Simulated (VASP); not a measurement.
# C (R-3m) in VASP: further runs, part 2 of 2

VASP 6.6.1. The steps go on from the part before.

## (3) Single point, PBEsol (strained cell)

The input, INCAR:

```
SYSTEM = C
ALGO = Normal ; EDIFF = 1E-6
ENCUT = 600 ; GGA = PS
GGA_COMPAT = .False. ; ISIF = 2
ISMEAR = 0 ; LASPH = .True.
LCHARG = .True. ; LELF = .True.
LREAL = .False. ; LVHAR = .True.
LWAVE = .False. ; NBANDS = 11
NELM = 120 ; PREC = Accurate
SIGMA = 0.02
```

The input, KPOINTS:

```
k-points
0
Gamma
  9 9 9
  0 0 0
```

The input, POSCAR:

```
C
1.0
   -0.0126424247      1.7819584696      1.7819584696
    1.7819584696     -0.0126424247      1.7819584696
    1.7819584696      1.7819584696     -0.0126424247
C
2
Direct
   -0.0000873341     -0.0000873341     -0.0000873341
    0.2500873341      0.2500873341      0.2500873341
```

Potentials or basis: VASP PAW PBE potentials, release 64 (C).

On the command line:

```bash
$ cat potpaw_PBE.64/C/POTCAR > POTCAR
$ mpirun -np 1 vasp_std > vasp.out
```

OUTCAR:

```text
SYSTEM = C
   EDIFF = 1E-6
   ENCUT = 600
   GGA = PS
   ISIF = 2
   ISMEAR = 0
   LASPH = .True.
   LREAL = .False.
   NELM = 120
   PREC = Accurate

 ion  position               nearest neighbor table
   1  1.000  1.000  1.000-   2 1.54   2 1.55   2 1.55   2 1.55
   2  0.250  0.250  0.250-   1 1.54   1 1.55   1 1.55   1 1.55

  LATTYP: Found a trigonal (rhomboedric) cell.
 ALAT       =     2.5201015467
 COS(alpha) =     0.4928929155

  Lattice vectors:

 A1 = (  -0.0126424247,   1.7819584696,   1.7819584696)
 A2 = (   1.7819584696,  -0.0126424247,   1.7819584696)
 A3 = (   1.7819584696,   1.7819584696,  -0.0126424247)

Analysis of symmetry for initial positions (statically):
=====================================================================
 Subroutine PRICEL returns:
 Original cell was already a primitive cell.

 Routine SETGRP: Setting up the symmetry group for a
 trigonal (rhombohedral) supercell.

 Subroutine GETGRP returns: Found 12 space group operations
 (whereof  6 operations were pure point group operations)
 out of a pool of 12 trial point group operations.

The static configuration has the point symmetry C_3v.
 The point group associated with its full space group is D_3d.

Analysis of symmetry for dynamics (positions and initial velocities):
=====================================================================
 Subroutine PRICEL returns:
 Original cell was already a primitive cell.

 Routine SETGRP: Setting up the symmetry group for a
 trigonal (rhombohedral) supercell.

 Subroutine GETGRP returns: Found 12 space group operations
 (whereof  6 operations were pure point group operations)
 out of a pool of 12 trial point group operations.

The dynamic configuration has the point symmetry C_3v.
 The point group associated with its full space group is D_3d.

 Subroutine INISYM returns: Found 12 space group operations
 (whereof  6 operations are pure point group operations),
 and found     1 'primitive' translations

----------------------------------------------------------------------------------------

                                     Primitive cell

  volume of cell :      11.4372

  direct lattice vectors                    reciprocal lattice vectors
    -0.012642425  1.781958470  1.781958470    -0.277621625  0.279605335  0.279605335
     1.781958470 -0.012642425  1.781958470     0.279605335 -0.277621625  0.279605335
     1.781958470  1.781958470 -0.012642425     0.279605335  0.279605335 -0.277621625

  length of vectors
     2.520101547  2.520101547  2.520101547     0.483148065  0.483148065  0.483148065

  position of ions in fractional coordinates (direct lattice)
     0.999912666  0.999912666  0.999912666
     0.250087334  0.250087334  0.250087334

  ion indices of the primitive-cell ions
   primitive index   ion index
                 1           1
                 2           2

----------------------------------------------------------------------------------------

 KPOINTS: k-points

Automatic generation of k-mesh.
 Grid dimensions read from file:
 generate k-points for:    9    9    9

 Generating k-lattice:

  Cartesian coordinates                     Fractional coordinates (reciprocal lattice)
    -0.030846847  0.031067259  0.031067259     0.111111111  0.000000000  0.000000000
     0.031067259 -0.030846847  0.031067259     0.000000000  0.111111111  0.000000000
     0.031067259  0.031067259 -0.030846847     0.000000000  0.000000000  0.111111111

  Length of vectors
     0.053683118  0.053683118  0.053683118

  Shift w.r.t. Gamma in fractional coordinates (k-lattice)
     0.000000000  0.000000000  0.000000000

 Subroutine IBZKPT returns following result:
 ===========================================

 Found     85 irreducible k-points:

 Following reciprocal coordinates:
            Coordinates               Weight
  0.000000  0.000000  0.000000      1.000000
  0.111111  0.000000 -0.000000      6.000000
  0.222222 -0.000000 -0.000000      6.000000
  0.333333 -0.000000 -0.000000      6.000000
  0.444444 -0.000000 -0.000000      6.000000
  0.111111  0.111111 -0.000000      6.000000
[... 16 lines left out ...]
 -0.333333  0.333333  0.000000      6.000000
  0.444444  0.444444  0.000000      6.000000
 [... further k-points ...]
   k-points           NKPTS =     85   k-points in BZ     NKDIM =     85   number of bands    NBANDS=     11
   number of dos      NEDOS =    301   number of ions     NIONS =      2
   total plane-waves  NPLWV =   8000
   dimension x,y,z NGX =    20 NGY =   20 NGZ =   20
   dimension x,y,z NGXF=    40 NGYF=   40 NGZF=   40
   ions per type =               2
   NGX,Y,Z   is equivalent  to a cutoff of  13.19, 13.19, 13.19 a.u.
   NGXF,Y,Z  is equivalent  to a cutoff of  26.39, 26.39, 26.39 a.u.
 SYSTEM =  C
   PREC   = accura    normal or accurate (medium, high low for compatibility)
   ISTART =      0    job   : 0-new  1-cont  2-samecut
   ICHARG =      2    charge: 1-file 2-atom 10-const
   ISPIN  =      1    spin polarized calculation?
   LNONCOLLINEAR =      F non collinear calculations
   LSORBIT =      F    spin-orbit coupling
   LASPH  =      T    aspherical Exc in radial PAW
   ENCUT  =  600.0 eV  44.10 Ry    6.64 a.u.   5.03  5.03  5.03*2*pi/ulx,y,z
   NELM   =    120;   NELMIN=  2; NELMDL= -5     # of ELM steps
   EDIFF  = 0.1E-05   stopping-criterion for ELM
   LREAL  =      F    real-space projection
   EDIFFG = 0.1E-04   stopping-criterion for IOM
   NSW    =      0    number of steps for IOM
   IBRION =     -1    ionic relax: 0-MD 1-quasi-New 2-CG
   NFREE  =      0    steps in history (QN), initial steepest desc. (CG)
   ISIF   =      2    stress and relaxation
   ISYM   =      2    0-nonsym 1-usesym 2-fastsym
   POTIM  = 0.5000    time-step for ionic-motion
   TEBEG  =    0.0;   TEEND  =   0.0 temperature during run
   PSTRESS=    0.0 pullay stress
   NELECT =       8.0000    total number of electrons
   NUPDOWN=      -1.0000    fix difference up-down
   EMIN   =  10.00;   EMAX   =-10.00  energy-range for DOS
   EFERMI =   0.00;   METHOD = LEGACY
   ISMEAR =     0;   SIGMA  =   0.02  broadening in eV -4-tet -1-fermi 0-gaus
   EFERMI_NEDOS =   21; number of points for ismear=-14 and -15
   IALGO  =     38    algorithm
   IMIX   =      4    mixing-type and parameters
     AMIX     =   0.40;   BMIX     =  1.00
     AMIX_MAG =   1.60;   BMIX_MAG =  1.00
  volume/ion in A,a.u.               =       5.72        38.59
  Fermi-wavevector in a.u.,A,eV,Ry     =   1.453220  2.746188 28.733458  2.111850
  Thomas-Fermi vector in A             =   2.570512
   LORBIT       =      0    0 simple, 1 ext, 2 COOP (PROOUT), +10 PAW based schemes
   GGA     = PS    functional components
   LHFCALC =     F    Hartree Fock is set to
   AEXX    =    0.0000 exact exchange contribution
   IVDW    =     0    specifies the selected vdW correction
   LEPSILON=     F    determine dielectric tensor
   LRPA    =     F    only Hartree local field effects (RPA)
 non-spin polarized calculation
 Gauss-broadening in eV      SIGMA  =   0.02
  energy-cutoff  :      600.00
  volume of cell :       11.44
 maximum number of plane-waves:       388
   NGX =  9   NGY =  9   NGZ =  9

 number of electron       7.9999999 magnetization

 Free energy of the ion-electron system (eV)
  ---------------------------------------------------
  ext. energy  EPLUGINS =         0.00000000
  ---------------------------------------------------
  free energy    TOTEN  =       -19.24676297 eV

  energy without entropy =      -19.24676297  energy(sigma->0) =      -19.24676297

 E-fermi :   9.7689     XC(G=0): -13.3922

 val. band max:        9.6076252691   @ k =   0.0000   0.0000   0.0000
 cond. band min:      13.6032890275   @ k =   0.3333   0.3333   0.0000
 fundamental gap:      3.9956637584
 Fermi energy:         9.7689080741

 k-point     1 :       0.0000    0.0000    0.0000
  band No.  band energies     occupation
      1     -11.8220      2.00000
      2       9.5801      2.00000
      3       9.5801      2.00000
      4       9.6076      2.00000
      5      15.0077      0.00000
      6      15.0077      0.00000
      7      15.2978      0.00000
      8      22.7816      0.00000
      9      28.4454      0.00000
     10      35.9694      0.00000
     11      35.9694      0.00000
[... 309 lines left out ...]
 k-point    24 :       0.4444    0.4444    0.0000
  band No.  band energies     occupation
      1      -4.8449      2.00000
      2      -1.3060      2.00000
      3       3.3383      2.00000
      4       3.4880      2.00000
      5      13.7498      0.00000
      6      14.8667      0.00000
      7      25.8636      0.00000
      8      25.8890      0.00000
      9      32.0361      0.00000
     10      32.7743      0.00000
     11      42.0053      0.00000

 [... further k-points ...]
[... 5 lines left out ...]
  --------------------------------------------------------------------------------------
  -------------------------------------------------------------------------------------
  Total       -0.5617620     -0.5617620     -0.5617620      0.2803214      0.2803214      0.2803214
  in kB      -78.6942398    -78.6942398    -78.6942398     39.2687319     39.2687319     39.2687319
  external PRESSURE =     -78.6942398 kB  Pullay stress =       0.0000000 kB

 VOLUME and BASIS-vectors are now :
 -----------------------------------------------------------------------------
  energy-cutoff  :      600.00
  volume of cell :       11.44
      direct lattice vectors                 reciprocal lattice vectors
    -0.012642425  1.781958470  1.781958470    -0.277621625  0.279605335  0.279605335
     1.781958470 -0.012642425  1.781958470     0.279605335 -0.277621625  0.279605335
     1.781958470  1.781958470 -0.012642425     0.279605335  0.279605335 -0.277621625

 POSITION                                       TOTAL-FORCE (eV/Angst)
 -----------------------------------------------------------------------------------
      3.55096      3.55096      3.55096        -0.002326     -0.002326     -0.002326
      0.88813      0.88813      0.88813         0.002326      0.002326      0.002326
 -----------------------------------------------------------------------------------
    total drift:                                0.000000      0.000000      0.000000

  FREE ENERGIE OF THE ION-ELECTRON SYSTEM (eV)
  ---------------------------------------------------
  free  energy   TOTEN  =       -19.2467629675 eV

  energy  without entropy=      -19.2467629675  energy(sigma->0) =      -19.24676297
```

OSZICAR:

```text
N       E                     dE             d eps       ncg     rms          rms(c)
DAV:   1     0.137017027601E+01    0.13702E+01   -0.53001E+03  1910   0.811E+02
DAV:   2    -0.194304685663E+02   -0.20801E+02   -0.20083E+02  2467   0.131E+02
DAV:   3    -0.198921387860E+02   -0.46167E+00   -0.46039E+00  2232   0.149E+01
DAV:   4    -0.198930177420E+02   -0.87896E-03   -0.87893E-03  1995   0.777E-01
DAV:   5    -0.198930187943E+02   -0.10523E-05   -0.10523E-05  2116   0.264E-02    0.550E+00
DAV:   6    -0.194136007192E+02    0.47942E+00   -0.24512E-01  1921   0.342E+00    0.324E+00
DAV:   7    -0.192461948143E+02    0.16741E+00   -0.29571E-01  2038   0.380E+00    0.668E-01
DAV:   8    -0.192467362461E+02   -0.54143E-03   -0.74032E-03  1996   0.676E-01    0.294E-02
DAV:   9    -0.192467544048E+02   -0.18159E-04   -0.15927E-05  2220   0.365E-02    0.213E-02
DAV:  10    -0.192467631520E+02   -0.87472E-05   -0.37094E-06  2026   0.168E-02    0.437E-03
DAV:  11    -0.192467629675E+02    0.18459E-06   -0.11383E-07  1164   0.297E-03
   1 F= -.19246763E+02 E0= -.19246763E+02  d E =-.885935E-33
```

stdout:

```text
POSCAR found type information on POSCAR C
 POSCAR found :  1 types and       2 ions
 scaLAPACK will be used
 -----------------------------------------------------------------------------
|                                                                             |
|                                                                             |
|     You enforced a specific xc type in the INCAR file but a different       |
|     I HOPE YOU KNOW WHAT YOU ARE DOING!                                     |
|                                                                             |
 -----------------------------------------------------------------------------

 LDA part: xc-table for (Slater+PW92), standard interpolation
 POSCAR, INCAR and KPOINTS ok, starting setup
 FFT: planning ... GRIDC
 FFT: planning ... GRID_SOFT
 FFT: planning ... GRID
 WAVECAR not read
 entering main loop
```

Run time: 6.6 s. Hardware: 1 thread of Intel Xeon Platinum 8375C at 2.90GHz (Ice Lake), shared host; peak memory 0.12 GiB.

What came out:

```yaml
Free_energy: -19.2468 eV
Pressure: -7.9 GPa
Largest_force: 0.004 eV/Å
Band_gap_on_the_k_mesh: 4.00 eV (least direct gap 5.40 eV)
```

Forces in eV/Å, atoms in the order of the input:
```
C   -0.002 -0.002 -0.002
C    0.002  0.002  0.002
```

Levels at points of the mesh, in eV from the valence-band top:
```csv
k point,band 2,band 3,band 4,band 5,band 6,band 7
"(0.00, 0.00, 0.00)",-0.03,-0.03,0.00,5.40,5.40,5.69
```

Caveat: the cell differs from its parent crystal (strained cell); the cell stands under tension; the PAW data sets were made with another functional, which shifts forces and pressure a little; an odd mesh through Γ misses points on the zone boundary, where band edges can lie.

## (4) Single point, PBEsol (strained cell)

The input, INCAR:

```
ALGO     = Normal         # electronic algorithm
EDIFF    = 1E-6           # SCF threshold, eV
ENCUT    = 600            # plane-wave cutoff, eV
GGA      = PS             # functional
GGA_COMPAT= False        
ISIF     = 2              # what is computed and relaxed
ISMEAR   = 0              # smearing method
LASPH    = True           # aspherical terms in the spheres
LCHARG   = False          # write CHGCAR
LREAL    = False          # projectors in reciprocal space
LWAVE    = False          # write WAVECAR
NBANDS   = 11             # bands
NELM     = 120            # most SCF steps
PREC     = Accurate       # precision mode
SIGMA    = 0.02           # smearing width, eV
```

The input, KPOINTS:

```
k-points
0
Gamma
  9 9 9
```

The input, POSCAR:

```
C
1.0
   -0.0131329370      1.7814679574      1.7814679574
    1.7814679574     -0.0131329370      1.7814679574
    1.7814679574      1.7814679574     -0.0131329370
C
2
Direct
   -0.0000873341     -0.0000873341     -0.0000873341
    0.2500873341      0.2500873341      0.2500873341
```

Potentials or basis: VASP PAW PBE potentials, release 64 (C).

On the command line:

```bash
$ cat potpaw_PBE.64/C/POTCAR > POTCAR
$ mpirun -np 1 vasp_std > vasp.out
```

OUTCAR:

```text
EDIFF = 1E-6
   ENCUT = 600
   GGA = PS
   ISIF = 2
   ISMEAR = 0
   LASPH = True
   LREAL = False
   NELM = 120
   PREC = Accurate

 ion  position               nearest neighbor table
   1  1.000  1.000  1.000-   2 1.54   2 1.55   2 1.55   2 1.55
   2  0.250  0.250  0.250-   1 1.54   1 1.55   1 1.55   1 1.55

  LATTYP: Found a trigonal (rhomboedric) cell.
 ALAT       =     2.5194103756
 COS(alpha) =     0.4926146393

  Lattice vectors:

 A1 = (  -0.0131329370,   1.7814679574,   1.7814679574)
[... 515 lines left out ...]
      6      14.8751      0.00000
      7      25.8748      0.00000
      8      25.9010      0.00000
      9      32.0499      0.00000
     10      32.7885      0.00000
     11      42.0218      0.00000

 [... further k-points ...]
[... 5 lines left out ...]
  --------------------------------------------------------------------------------------
  -------------------------------------------------------------------------------------
  Total       -0.5487088     -0.5487088     -0.5487088      0.2915709      0.2915709      0.2915709
  in kB      -76.8975549    -76.8975549    -76.8975549     40.8615468     40.8615468     40.8615468
  external PRESSURE =     -76.8975549 kB  Pullay stress =       0.0000000 kB

 VOLUME and BASIS-vectors are now :
 -----------------------------------------------------------------------------
  energy-cutoff  :      600.00
  volume of cell :       11.43
      direct lattice vectors                 reciprocal lattice vectors
    -0.013132937  1.781467957  1.781467957    -0.277582715  0.279644245  0.279644245
     1.781467957 -0.013132937  1.781467957     0.279644245 -0.277582715  0.279644245
     1.781467957  1.781467957 -0.013132937     0.279644245  0.279644245 -0.277582715

 POSITION                                       TOTAL-FORCE (eV/Angst)
 -----------------------------------------------------------------------------------
      3.54949      3.54949      3.54949        -0.003612     -0.003612     -0.003612
      0.88776      0.88776      0.88776         0.003612      0.003612      0.003612
 -----------------------------------------------------------------------------------
    total drift:                                0.000000      0.000000      0.000000

  FREE ENERGIE OF THE ION-ELECTRON SYSTEM (eV)
  ---------------------------------------------------
  free  energy   TOTEN  =       -19.2467366262 eV

  energy  without entropy=      -19.2467366262  energy(sigma->0) =      -19.24673663
```

OSZICAR:

```text
N       E                     dE             d eps       ncg     rms          rms(c)
DAV:   1     0.781875463674E+00    0.78188E+00   -0.52344E+03  1910   0.801E+02
DAV:   2    -0.194904252169E+02   -0.20272E+02   -0.19545E+02  2401   0.132E+02
DAV:   3    -0.198931566880E+02   -0.40273E+00   -0.40164E+00  2229   0.141E+01
DAV:   4    -0.198938311266E+02   -0.67444E-03   -0.67443E-03  2016   0.720E-01
DAV:   5    -0.198938319514E+02   -0.82488E-06   -0.82489E-06  2140   0.244E-02    0.550E+00
DAV:   6    -0.194137803797E+02    0.48005E+00   -0.24534E-01  1939   0.343E+00    0.324E+00
DAV:   7    -0.192461705260E+02    0.16761E+00   -0.29601E-01  2032   0.380E+00    0.668E-01
DAV:   8    -0.192467097980E+02   -0.53927E-03   -0.73873E-03  1990   0.676E-01    0.293E-02
DAV:   9    -0.192467280571E+02   -0.18259E-04   -0.15840E-05  2231   0.364E-02    0.213E-02
DAV:  10    -0.192467368113E+02   -0.87543E-05   -0.37062E-06  2044   0.168E-02    0.439E-03
DAV:  11    -0.192467366262E+02    0.18510E-06   -0.11359E-07  1164   0.296E-03
   1 F= -.19246737E+02 E0= -.19246737E+02  d E =-.382452E-33
```

It took 6.2 s on 1 thread of Intel Xeon Platinum 8375C at 2.90GHz (Ice Lake), shared host; peak memory 0.12 GiB.

What came out:

| Item | Value |
| --- | --- |
| Free energy | -19.2467 eV |
| Pressure | -7.7 GPa |
| Largest force | 0.006 eV/Å |
| Band gap on the k mesh | 4.00 eV (least direct gap 5.40 eV) |

Forces on the atoms (eV/Å):
```
C   -0.004 -0.004 -0.004
C    0.004  0.004  0.004
```

Caveat: the cell differs from its parent crystal (strained cell); the cell stands under tension; the PAW data sets were made with another functional, which shifts forces and pressure a little; an odd mesh through Γ misses points on the zone boundary, where band edges can lie.

## (5) The runs side by side

```csv
cell,gap on the mesh (eV),pressure (GPa),largest force (eV/Å)
"a = 2.511 Å, angles 60.7°, 2 atoms",3.99,-5.5,0.01
"a = 2.520 Å, angles 60.5°, 2 atoms",4.00,-7.9,-
"a = 2.519 Å, angles 60.5°, 2 atoms",4.00,-7.7,0.01
```

Alike in all rows: task single point; level PBEsol; potentials or basis VASP PAW PBE potentials, release 64 (C); no spin polarisation; k mesh 9 × 9 × 9; cutoff (eV) 600; smearing gaussian 0.02 eV.

Caveats: the cell stands under tension; the PAW data sets were made with another functional, which shifts forces and pressure a little; an odd mesh through Γ misses points on the zone boundary, where band edges can lie.

Absolute energies hang on the potentials; compare differences alone.
